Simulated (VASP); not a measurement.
# Ru in VASP: further runs, part 2 of 2

VASP 6.6.1. Earlier steps stand in the parts before.

### Step 3. Single point, PBEsol (strained)

Contents of INCAR:

```
  PREC = Accurate
  ENCUT = 520
  EDIFF = 1E-6
  ISMEAR = 0
  SIGMA = 0.1
  LREAL = False
  LASPH = True
  NELM = 100
  ALGO = Normal
  ISIF = 2
  LWAVE = False
  LCHARG = True
  GGA = PS
  LELF = True
  LVHAR = True
  NBANDS = 13
```

Contents of KPOINTS:

```
regular mesh
0
Gamma
  16 16 16
```

Contents of POSCAR:

```
Ru
1.0
    0.0000000000      1.8117623500      1.8117623500
    1.9841123500      0.0000000000      1.8117623500
    1.9841123500      1.8117623500      0.0000000000
Ru
1
Direct
    0.0000000000      0.0000000000      0.0000000000
```

Potentials or basis: VASP PAW PBE potentials, release 64 (Ru_pv).

Launch:

```sh
$ cat potpaw_PBE.64/Ru_pv/POTCAR > POTCAR
$ mpirun -np 1 vasp_std > vasp.out
```

OUTCAR:

```text
PREC = Accurate
   ENCUT = 520
   EDIFF = 1E-6
   ISMEAR = 0
   LREAL = False
   LASPH = True
   NELM = 100
   ISIF = 2
   GGA = PS

 ion  position               nearest neighbor table
   1  0.000  0.000  0.000-

  LATTYP: Found a body centered tetragonal cell.
 ALAT       =     2.5622188872
 C/A-ratio  =     1.5487453940

  Lattice vectors:

 A1 = (   1.9841123500,   0.0000000000,   1.8117623500)
 A2 = (   1.9841123500,   0.0000000000,  -1.8117623500)
 A3 = (  -1.9841123500,   1.8117623500,   0.0000000000)

Analysis of symmetry for initial positions (statically):
=====================================================================
 Subroutine PRICEL returns:
 Original cell was already a primitive cell.

 Routine SETGRP: Setting up the symmetry group for a
 body centered tetragonal supercell.

 Subroutine GETGRP returns: Found 16 space group operations
 (whereof 16 operations were pure point group operations)
 out of a pool of 16 trial point group operations.

The static configuration has the point symmetry D_4h.

Analysis of symmetry for dynamics (positions and initial velocities):
=====================================================================
 Subroutine PRICEL returns:
 Original cell was already a primitive cell.

 Routine SETGRP: Setting up the symmetry group for a
 body centered tetragonal supercell.

 Subroutine GETGRP returns: Found 16 space group operations
 (whereof 16 operations were pure point group operations)
 out of a pool of 16 trial point group operations.

The dynamic configuration has the point symmetry D_4h.

 Subroutine INISYM returns: Found 16 space group operations
 (whereof 16 operations are pure point group operations),
 and found     1 'primitive' translations

----------------------------------------------------------------------------------------

                                     Primitive cell

  volume of cell :      13.0256

  direct lattice vectors                    reciprocal lattice vectors
     0.000000000  1.811762350  1.811762350    -0.252001859  0.275974385  0.275974385
     1.984112350  0.000000000  1.811762350     0.252001859 -0.275974385  0.275974385
     1.984112350  1.811762350  0.000000000     0.252001859  0.275974385 -0.275974385

  length of vectors
     2.562218887  2.686854040  2.686854040     0.464573631  0.464573631  0.464573631

  position of ions in fractional coordinates (direct lattice)
     0.000000000  0.000000000  0.000000000

  ion indices of the primitive-cell ions
   primitive index   ion index
                 1           1

----------------------------------------------------------------------------------------

 KPOINTS: regular mesh

Automatic generation of k-mesh.
 Grid dimensions read from file:
 generate k-points for:   16   16   16

 Generating k-lattice:

  Cartesian coordinates                     Fractional coordinates (reciprocal lattice)
    -0.015750116  0.017248399  0.017248399     0.062500000  0.000000000  0.000000000
     0.015750116 -0.017248399  0.017248399     0.000000000  0.062500000  0.000000000
     0.015750116  0.017248399 -0.017248399     0.000000000  0.000000000  0.062500000

  Length of vectors
     0.029035852  0.029035852  0.029035852

  Shift w.r.t. Gamma in fractional coordinates (k-lattice)
     0.000000000  0.000000000  0.000000000

 Subroutine IBZKPT returns following result:
 ===========================================

 Found    349 irreducible k-points:

 Following reciprocal coordinates:
            Coordinates               Weight
  0.000000  0.000000  0.000000      1.000000
  0.062500  0.000000  0.000000      8.000000
  0.125000  0.000000  0.000000      8.000000
  0.187500  0.000000  0.000000      8.000000
  0.250000  0.000000  0.000000      8.000000
  0.312500 -0.000000 -0.000000      8.000000
[... 16 lines left out ...]
 -0.125000  0.062500 -0.000000     16.000000
 -0.062500  0.062500 -0.000000      8.000000
 [... further k-points ...]
   k-points           NKPTS =    349   k-points in BZ     NKDIM =    349   number of bands    NBANDS=     13
   number of dos      NEDOS =    301   number of ions     NIONS =      1
   total plane-waves  NPLWV =   8000
   dimension x,y,z NGX =    20 NGY =   20 NGZ =   20
   dimension x,y,z NGXF=    40 NGYF=   40 NGZF=   40
   ions per type =               1
   NGX,Y,Z   is equivalent  to a cutoff of  12.98, 12.37, 12.37 a.u.
   NGXF,Y,Z  is equivalent  to a cutoff of  25.95, 24.75, 24.75 a.u.
 SYSTEM =  unknown system
   PREC   = accura    normal or accurate (medium, high low for compatibility)
   ISTART =      0    job   : 0-new  1-cont  2-samecut
   ICHARG =      2    charge: 1-file 2-atom 10-const
   ISPIN  =      1    spin polarized calculation?
   LNONCOLLINEAR =      F non collinear calculations
   LSORBIT =      F    spin-orbit coupling
   LASPH  =      T    aspherical Exc in radial PAW
   ENCUT  =  520.0 eV  38.22 Ry    6.18 a.u.   4.76  5.00  5.00*2*pi/ulx,y,z
   NELM   =    100;   NELMIN=  2; NELMDL= -5     # of ELM steps
   EDIFF  = 0.1E-05   stopping-criterion for ELM
   LREAL  =      F    real-space projection
[... 7 lines left out ...]
   TEBEG  =    0.0;   TEEND  =   0.0 temperature during run
   PSTRESS=    0.0 pullay stress
   NELECT =      14.0000    total number of electrons
   NUPDOWN=      -1.0000    fix difference up-down
   EMIN   =  10.00;   EMAX   =-10.00  energy-range for DOS
   EFERMI =   0.00;   METHOD = LEGACY
   ISMEAR =     0;   SIGMA  =   0.10  broadening in eV -4-tet -1-fermi 0-gaus
   EFERMI_NEDOS =   21; number of points for ismear=-14 and -15
   IALGO  =     38    algorithm
   IMIX   =      4    mixing-type and parameters
     AMIX     =   0.40;   BMIX     =  1.00
     AMIX_MAG =   1.60;   BMIX_MAG =  1.00
  volume/ion in A,a.u.               =      13.03        87.90
  Fermi-wavevector in a.u.,A,eV,Ry     =   1.676942  3.168960 38.261394  2.812133
  Thomas-Fermi vector in A             =   2.761295
   LORBIT       =      0    0 simple, 1 ext, 2 COOP (PROOUT), +10 PAW based schemes
   GGA     = PS    functional components
   LHFCALC =     F    Hartree Fock is set to
   AEXX    =    0.0000 exact exchange contribution
   IVDW    =     0    specifies the selected vdW correction
   LEPSILON=     F    determine dielectric tensor
   LRPA    =     F    only Hartree local field effects (RPA)
 non-spin polarized calculation
 Gauss-broadening in eV      SIGMA  =   0.10
  energy-cutoff  :      520.00
  volume of cell :       13.03
 maximum number of plane-waves:       367
   NGX =  9   NGY =  9   NGZ =  9

 number of electron      14.0000003 magnetization

 Free energy of the ion-electron system (eV)
  ---------------------------------------------------
  ext. energy  EPLUGINS =         0.00000000
  ---------------------------------------------------
  free energy    TOTEN  =        -9.97287542 eV

  energy without entropy =       -9.96819134  energy(sigma->0) =       -9.97053338

 E-fermi :  13.4559     XC(G=0): -14.5355

 val. band max:       13.4543025320   @ k =   0.1250   0.1250   0.0000
 cond. band min:      13.4659301325   @ k =   0.1875   0.1875   0.0000
 fundamental gap:      0.0116276006
 Fermi energy:        13.4559018956

 k-point     1 :       0.0000    0.0000    0.0000
  band No.  band energies     occupation
      1     -29.0120      2.00000
      2     -28.9667      2.00000
      3     -28.9667      2.00000
      4       5.1566      2.00000
      5       9.8459      2.00000
      6      11.0970      2.00000
      7      11.0970      2.00000
      8      12.4282      2.00000
      9      13.9758      0.00000
     10      23.7629      0.00000
     11      28.5072      0.00000
     12      32.3439      0.00000
     13      35.4337      0.00000

 k-point     2 :       0.0625    0.0000    0.0000
  band No.  band energies     occupation
      1     -29.0396      2.00000
      2     -28.9985      2.00000
      3     -28.9700      2.00000
      4       5.3321      2.00000
      5       9.8897      2.00000
      6      11.0254      2.00000
      7      11.1706      2.00000
      8      12.4107      2.00000
      9      13.8997      0.00000
     10      23.7629      0.00000
     11      28.8059      0.00000
[... 339 lines left out ...]
 k-point    24 :      -0.0625    0.0625   -0.0000
  band No.  band energies     occupation
      1     -29.0999      2.00000
      2     -29.0053      2.00000
      3     -28.9979      2.00000
      4       5.6031      2.00000
      5       9.8510      2.00000
      6      11.0491      2.00000
      7      11.2703      2.00000
      8      12.3220      2.00000
      9      13.8649      0.00000
     10      23.7628      0.00000
     11      29.2618      0.00000
     12      32.1235      0.00000
     13      35.1217      0.00000

 [... further k-points ...]

------------------------ aborting loop because EDIFF is reached ----------------------------------------

  FORCE on cell =-STRESS in cart. coord.  units (eV):
  Direction    XX          YY          ZZ          XY          YZ          ZX
  --------------------------------------------------------------------------------------
  -------------------------------------------------------------------------------------
  Total       -0.6953357      1.7119489      1.7119489      0.0000000      0.0000000      0.0000000
  in kB      -85.5276181    210.5729857    210.5729857      0.0000000      0.0000000      0.0000000
  external PRESSURE =     111.8727844 kB  Pullay stress =       0.0000000 kB

 VOLUME and BASIS-vectors are now :
 -----------------------------------------------------------------------------
  energy-cutoff  :      520.00
  volume of cell :       13.03
      direct lattice vectors                 reciprocal lattice vectors
     0.000000000  1.811762350  1.811762350    -0.252001859  0.275974385  0.275974385
     1.984112350  0.000000000  1.811762350     0.252001859 -0.275974385  0.275974385
     1.984112350  1.811762350  0.000000000     0.252001859  0.275974385 -0.275974385

 POSITION                                       TOTAL-FORCE (eV/Angst)
 -----------------------------------------------------------------------------------
      0.00000      0.00000      0.00000         0.000000     -0.000000      0.000000
 -----------------------------------------------------------------------------------
    total drift:                                0.000000      0.000000      0.000000

  FREE ENERGIE OF THE ION-ELECTRON SYSTEM (eV)
  ---------------------------------------------------
  free  energy   TOTEN  =        -9.9728754153 eV

  energy  without entropy=       -9.9681913444  energy(sigma->0) =       -9.97053338
```

OSZICAR:

```text
N       E                     dE             d eps       ncg     rms          rms(c)
DAV:   1     0.104564836511E+03    0.10456E+03   -0.83795E+03  9163   0.115E+03
DAV:   2    -0.948876883729E+01   -0.11405E+03   -0.10932E+03  9814   0.327E+02
DAV:   3    -0.107247592659E+02   -0.12360E+01   -0.12319E+01 10229   0.371E+01
DAV:   4    -0.107282476050E+02   -0.34883E-02   -0.34883E-02  9849   0.211E+00
DAV:   5    -0.107282693091E+02   -0.21704E-04   -0.21704E-04 10199   0.151E-01    0.152E+01
DAV:   6    -0.100348058413E+02    0.69346E+00   -0.10521E+00  9329   0.137E+01    0.424E+00
DAV:   7    -0.997836152850E+01    0.56444E-01   -0.93244E-02 10144   0.379E+00    0.940E-01
DAV:   8    -0.997295813581E+01    0.54034E-02   -0.45721E-03  9229   0.929E-01    0.220E-01
DAV:   9    -0.997286754623E+01    0.90590E-04   -0.95386E-05 10339   0.129E-01    0.206E-02
DAV:  10    -0.997287565088E+01   -0.81047E-05   -0.37154E-06  9489   0.215E-02    0.544E-03
DAV:  11    -0.997287541534E+01    0.23554E-06   -0.12721E-07  5047   0.479E-03
   1 F= -.99728754E+01 E0= -.99705334E+01  d E =-.468407E-02
```

stdout:

```text
POSCAR found type information on POSCAR Ru
 POSCAR found :  1 types and       1 ions
 scaLAPACK will be used
 -----------------------------------------------------------------------------
|                                                                             |
|                                                                             |
|     You enforced a specific xc type in the INCAR file but a different       |
|     I HOPE YOU KNOW WHAT YOU ARE DOING!                                     |
|                                                                             |
 -----------------------------------------------------------------------------

 LDA part: xc-table for (Slater+PW92), standard interpolation
 POSCAR, INCAR and KPOINTS ok, starting setup
 FFT: planning ... GRIDC
 FFT: planning ... GRID_SOFT
 FFT: planning ... GRID
 WAVECAR not read
 entering main loop
```

Run time: 19 s. Hardware: 1 thread of Intel Xeon 6975P-C (Granite Rapids), shared host; peak memory 0.17 GiB.

Results:

```
Free energy            : -9.9729 eV
Pressure               : 11.2 GPa
Band gap on the k mesh : zero (bands 7 and 8 overlap by 3.99 eV)
```

Levels at points of the mesh, in eV from the Fermi level:
```tsv
k point	band 5	band 6	band 7	band 8	band 9	band 10
(0.00, 0.00, 0.00)	-3.61	-2.36	-2.36	-1.03	0.52	10.31
(0.50, 0.00, 0.00)	-3.52	-2.35	0.97	1.53	2.08	10.27
(0.50, 0.50, 0.00)	-6.34	1.64	1.76	2.97	4.39	10.30
(0.00, 0.50, 0.50)	-6.32	1.88	2.29	2.29	2.40	10.30
```

Caveat: the cell differs from its parent crystal (strained); the stress differs along the axes, from -9 to 21 GPa; the PAW data sets were made with another functional, which shifts forces and pressure a little.
